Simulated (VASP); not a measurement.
# NiO2 (P-3m1) in VASP: a series of runs, part 2 of 2

VASP 6.6.1.

**5. Single point, LDA (c/a of the conventional cell at fixed volume 1.6544)**

Contents of INCAR:

```
SYSTEM = NiO2
PREC = Accurate
ENCUT = 520
EDIFF = 1E-6
ISMEAR = 0
SIGMA = 0.05
LREAL = .False.
LASPH = .True.
NELM = 80
ALGO = Normal
ISIF = 2
LWAVE = .False.
LCHARG = .False.
GGA = CA
NBANDS = 18
```

Contents of KPOINTS:

```
regular mesh
0
Gamma
  12 12 6
  0 0 0
```

Contents of POSCAR:

```
NiO2
1.0
    2.6872726493      0.0000000000      0.0000000000
   -1.3436363247      2.3272463812      0.0000000000
    0.0000000000      0.0000000000      4.4458238710
Ni O
1 2
Direct
    0.0000000000      0.0000000000      0.5000000000
    0.6666666667      0.3333333333      0.7305104846
    0.3333333333      0.6666666667      0.2694895154
```

Potentials or basis: VASP PAW LDA potentials, release 64 (Ni, O).

Started as:

```
cat potpaw_LDA.64/Ni/POTCAR potpaw_LDA.64/O/POTCAR > POTCAR
mpirun -np 1 vasp_std > vasp.out
```

OUTCAR:

```text
SYSTEM = NiO2
   PREC = Accurate
   ENCUT = 520
   EDIFF = 1E-6
   ISMEAR = 0
   LREAL = .False.
   LASPH = .True.
   NELM = 80
   ISIF = 2
   GGA = CA

 ion  position               nearest neighbor table
   1  0.000  0.000  0.500-   2 1.86   3 1.86   2 1.86   3 1.86   2 1.86   3 1.86
   2  0.667  0.333  0.731-   1 1.86   1 1.86   1 1.86
   3  0.333  0.667  0.269-   1 1.86   1 1.86   1 1.86

  LATTYP: Found a hexagonal cell.
 ALAT       =     2.6872726493
 C/A-ratio  =     1.6544000000

  Lattice vectors:

 A1 = (   2.6872726493,   0.0000000000,   0.0000000000)
 A2 = (  -1.3436363247,   2.3272463812,   0.0000000000)
 A3 = (   0.0000000000,   0.0000000000,   4.4458238710)

Analysis of symmetry for initial positions (statically):
=====================================================================
 Subroutine PRICEL returns:
 Original cell was already a primitive cell.

 Routine SETGRP: Setting up the symmetry group for a
 hexagonal supercell.

 Subroutine GETGRP returns: Found 12 space group operations
[... 160 lines left out ...]
  ---------------------------------------------------
  ext. energy  EPLUGINS =         0.00000000
  ---------------------------------------------------
  free energy    TOTEN  =       -20.00920254 eV

  energy without entropy =      -20.00920254  energy(sigma->0) =      -20.00920254

 E-fermi :   4.0208     XC(G=0): -12.2308

 val. band max:        3.7930720300   @ k =   0.0833   0.0833   0.5000
 cond. band min:       4.5602449023   @ k =   0.2500   0.0000   0.3333
 fundamental gap:      0.7671728723
 Fermi energy:         4.0208356374

 k-point     1 :       0.0000    0.0000    0.0000
  band No.  band energies     occupation
      1     -15.9384      2.00000
      2     -13.4881      2.00000
      3      -2.8071      2.00000
      4      -1.6344      2.00000
      5      -1.6344      2.00000
      6       1.4978      2.00000
[... 481 lines left out ...]
      5      -1.4235      2.00000
      6       0.4383      2.00000
[... 10 lines left out ...]
     17      22.0759      0.00000
     18      24.7295      0.00000

 [... further k-points ...]
[... 5 lines left out ...]
  --------------------------------------------------------------------------------------
  -------------------------------------------------------------------------------------
  Total        0.7474484      0.7474484     -2.6127816     -0.0000000      0.0000000     -0.0000000
  in kB       43.0710467     43.0710467   -150.5592159     -0.0000000      0.0000000     -0.0000000
  external PRESSURE =     -21.4723742 kB  Pullay stress =       0.0000000 kB

 VOLUME and BASIS-vectors are now :
 -----------------------------------------------------------------------------
  energy-cutoff  :      520.00
  volume of cell :       27.80
      direct lattice vectors                 reciprocal lattice vectors
     2.687272649  0.000000000  0.000000000     0.372124503  0.214846182  0.000000000
    -1.343636325  2.327246381  0.000000000     0.000000000  0.429692364  0.000000000
     0.000000000  0.000000000  4.445823871     0.000000000  0.000000000  0.224930188

 POSITION                                       TOTAL-FORCE (eV/Angst)
 -----------------------------------------------------------------------------------
      0.00000      0.00000      2.22291         0.000000      0.000000      0.000000
      1.34364      0.77575      3.24772        -0.000000     -0.000000     -1.230618
     -0.00000      1.55150      1.19810         0.000000      0.000000      1.230618
 -----------------------------------------------------------------------------------
    total drift:                                0.000000     -0.000000     -0.000000

  FREE ENERGIE OF THE ION-ELECTRON SYSTEM (eV)
  ---------------------------------------------------
  free  energy   TOTEN  =       -20.0092025399 eV

  energy  without entropy=      -20.0092025399  energy(sigma->0) =      -20.00920254
```

OSZICAR:

```text
N       E                     dE             d eps       ncg     rms          rms(c)
DAV:   1     0.157286832546E+03    0.15729E+03   -0.11899E+04  3648   0.153E+03
DAV:   2    -0.143701541028E+02   -0.17166E+03   -0.15994E+03  3722   0.329E+02
DAV:   3    -0.274918186690E+02   -0.13122E+02   -0.12969E+02  4310   0.103E+02
DAV:   4    -0.276502438961E+02   -0.15843E+00   -0.15827E+00  4460   0.113E+01
DAV:   5    -0.276523172774E+02   -0.20734E-02   -0.20732E-02  4258   0.130E+00    0.284E+01
DAV:   6    -0.342546407394E+02   -0.66023E+01   -0.49314E+01  4510   0.179E+02    0.486E+01
DAV:   7    -0.201677541467E+02    0.14087E+02   -0.19427E+01  4308   0.116E+02    0.565E+00
DAV:   8    -0.200399678175E+02    0.12779E+00   -0.24248E+00  5288   0.256E+01    0.309E+00
DAV:   9    -0.200238303155E+02    0.16138E-01   -0.23324E-01  5140   0.126E+01    0.971E-01
DAV:  10    -0.200102585214E+02    0.13572E-01   -0.29491E-02  4278   0.519E+00    0.291E-01
DAV:  11    -0.200092290406E+02    0.10295E-02   -0.46185E-03  4530   0.657E-01    0.101E-01
DAV:  12    -0.200092470687E+02   -0.18028E-04   -0.13685E-04  4864   0.171E-01    0.697E-02
DAV:  13    -0.200092073345E+02    0.39734E-04   -0.15450E-04  3928   0.409E-01    0.288E-02
DAV:  14    -0.200092026509E+02    0.46836E-05   -0.91860E-06  4374   0.861E-02    0.554E-03
DAV:  15    -0.200092025399E+02    0.11104E-06   -0.73993E-07  2162   0.111E-02
   1 F= -.20009203E+02 E0= -.20009203E+02  d E =-.214287E-12
```

stdout:

```text
POSCAR found type information on POSCAR NiO
 POSCAR found :  2 types and       3 ions
 scaLAPACK will be used
 LDA part: xc-table for (Slater(with rela. corr.)+CA(PZ))
 , standard interpolation
 POSCAR, INCAR and KPOINTS ok, starting setup
 FFT: planning ... GRIDC
 FFT: planning ... GRID_SOFT
 FFT: planning ... GRID
 WAVECAR not read
 entering main loop
```

Wall time 30 s (1 thread of Intel Xeon 6975P-C, shared host); peak memory 0.16 GiB.

Results:

```yaml
Free_energy: -20.0092 eV
Pressure: -2.1 GPa
Largest_force: 1.231 eV/Å
Band_gap_on_the_k_mesh: 0.77 eV, indirect (least direct gap 0.88 eV)
```

Forces in eV/Å, atoms in the order of the input:
```
Ni   0.000  0.000  0.000
O    0.000  0.000 -1.231
O    0.000  0.000  1.231
```

Caveat: forces of over 1 eV/Å act on the atoms, so gaps and moduli don't describe the material at rest. Spin polarisation is off, so any magnetic state and its effect on volume and gap are missing.

**6. The runs side by side**

```tsv
cell	gap on the mesh (eV)	pressure (GPa)	largest force (eV/Å)
a = 2.894, b = 2.894, c = 3.833 Å, angles 90.0, 90.0, 120.0°, 3 atoms	0.31	-19.8	1.16
a = 2.724, b = 2.724, c = 4.327 Å, angles 90.0, 90.0, 120.0°, 3 atoms	0.85	36.7	3.61
a = 2.687, b = 2.687, c = 4.446 Å, angles 90.0, 90.0, 120.0°, 3 atoms	0.77	-2.1	1.23
```

Some of these runs hold the atoms at other places in the same cell, which the table doesn't show; runs alike in all that it shows share one row.

Alike in all rows: task single point; level LDA; potentials or basis VASP PAW LDA potentials, release 64 (Ni, O); no spin polarisation; k mesh 12 × 12 × 6; cutoff (eV) 520; smearing gaussian 0.05 eV.

Caveats: forces of over 1 eV/Å act on the atoms, so gaps and moduli don't describe the material at rest.

Total energies depend on the potentials used, so only differences within one code and one set of settings carry meaning.
